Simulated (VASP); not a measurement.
Input of a VASP 6.6.1 run:

The input INCAR:

```
PREC = Accurate
ENCUT = 520
EDIFF = 1E-7
ISMEAR = -1
SIGMA = 0.02
LREAL = False
LASPH = True
NELM = 100
ALGO = Normal
ISIF = 2
LWAVE = False
LCHARG = False
GGA = PE
NBANDS = 32
```

KPOINTS

```
Automatic mesh
0
Gamma
  6 6 6
```

Contents of POSCAR:

```
Bi2Se3
1.0
    2.0941201632      1.2090408399     10.3786956045
   -2.0941201632      1.2090408399     10.3786956045
    0.0000000000     -2.4180816799     10.3786956045
Bi Se
2 3
Direct
    0.3958969633      0.3958969633      0.3958969633
    0.6041030367      0.6041030367      0.6041030367
    0.0000000000      0.0000000000      0.0000000000
    0.2204699527      0.2204699527      0.2204699527
    0.7795300473      0.7795300473      0.7795300473
```

Potentials or basis: VASP PAW PBE potentials, release 64 (Bi_d, Se).

The run is started by

```console
$ cat potpaw_PBE.64/Bi_d/POTCAR potpaw_PBE.64/Se/POTCAR > POTCAR
$ mpirun -np 1 vasp_std > vasp.out
```

Task: What does it give for the largest force?

Result: 0.010 eV/Å.

Task: Predict the pressure.

Result: 0.0 GPa.

Task: What does it give for the band gap on the k mesh?

Result: 0.68 eV.

Forces on the atoms (eV/Å):
```
Bi   0.000  0.000 -0.007
Bi   0.000  0.000  0.007
Se   0.000  0.000  0.000
Se   0.000  0.000 -0.010
Se   0.000  0.000  0.010
```

Caveat: spin-orbit coupling is left out, which moves the levels of the heavy elements. PBE gaps usually lie below the measured ones, often by a third to a half.
